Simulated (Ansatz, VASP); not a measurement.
**One calculation of Ca5SiN2, two programs**

```
Ca Si N
1.0
     2.44640   -7.31857    0.00000
     2.44640    7.31857    0.00000
     0.00000    0.00000    4.87128
Ca Si N
5 1 2
Direct
  0.00000 0.00000 0.00000
  0.33055 0.66945 0.00000
  0.66945 0.33055 0.00000
  0.13822 0.86178 0.50000
  0.86178 0.13822 0.50000
  0.50000 0.50000 0.50000
  0.83502 0.16498 0.00000
  0.16498 0.83502 0.00000
```

Alike in both runs: functional PBE; k mesh 8 × 8 × 6; occupations gaussian, width 0.1 eV; no spin polarisation.

Ansatz relaxed the structure, and its values are those at the end. VASP's run is a single point on that final structure, the one shown.

```csv
,VASP,Ansatz
version,VASP 6.6.1,Ansatz 0.2.0
potentials or method,"VASP PAW PBE potentials, release 64 (Ca_sv, Si, N), cutoff 520 eV","scalar-relativistic, plane waves, PAW"
valence electrons in the cell,64,64
```

|  | VASP | Ansatz | Ansatz less VASP |
| --- | --- | --- | --- |
| gap on the k mesh at the Fermi level (eV) | none | none | - |
| pressure (GPa) | 0.2 | 0.0 | -0.22 |
| rms of the force components (eV/Å) | 0.006 | 0.000 | -0.0056 |

A gap of «none» marks a metal or a gap that the smearing closes. The functional is the same, so the differences come from potentials, cutoffs and numerics.
